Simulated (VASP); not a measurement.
Wanted: the native input for a VASP 6.6.1 run.

- Task: single point
- Functional: PBE
- Potentials or basis: VASP PAW PBE potentials, release 64 (Li_sv, Ti_sv)
- Cutoff: 520 eV
- k mesh: 18 × 18 × 18
- Occupations: gaussian, width 0.1 eV
- Spin: no spin polarisation
- Dipole correction: no
- Further INCAR settings: ALGO = Normal; EDIFF = 1e-07; NBANDS = 14

The structure of LiTi lies in POSCAR:

```
LiTi
1.0
    3.1746771702      0.0000000000      0.0000000000
    0.0000000000      3.1746771702      0.0000000000
    0.0000000000      0.0000000000      3.1746771702
Li Ti
1 1
Direct
    0.0000000000      0.0000000000      0.0000000000
    0.5000000000      0.5000000000      0.5000000000
```

One way to write it, as run:

INCAR

```
SYSTEM = LiTi
ALGO = Normal ; EDIFF = 1E-7
ENCUT = 520 ; GGA = PE
ISIF = 2 ; ISMEAR = 0
LASPH = .TRUE. ; LCHARG = .TRUE.
LELF = .TRUE. ; LREAL = .FALSE.
LVHAR = .TRUE. ; LWAVE = .FALSE.
NBANDS = 14 ; NELM = 100
PREC = Accurate ; SIGMA = 0.1
```

KPOINTS

```
k-points
0
G
  18 18 18
  0 0 0
```

Potentials or basis: VASP PAW PBE potentials, release 64 (Li_sv, Ti_sv).

Command:

```console
$ cat potpaw_PBE.64/Li_sv/POTCAR potpaw_PBE.64/Ti_sv/POTCAR > POTCAR
$ mpirun -np 1 vasp_std > vasp.out
```

It gave:

- Band gap on the k mesh: zero (an odd number of electrons rules out a gap without spin polarisation)

It took 36 s on 1 thread of Intel(R) Xeon(R) Platinum 8488C (Sapphire Rapids), with other jobs on the host, peak memory 0.21 GiB.
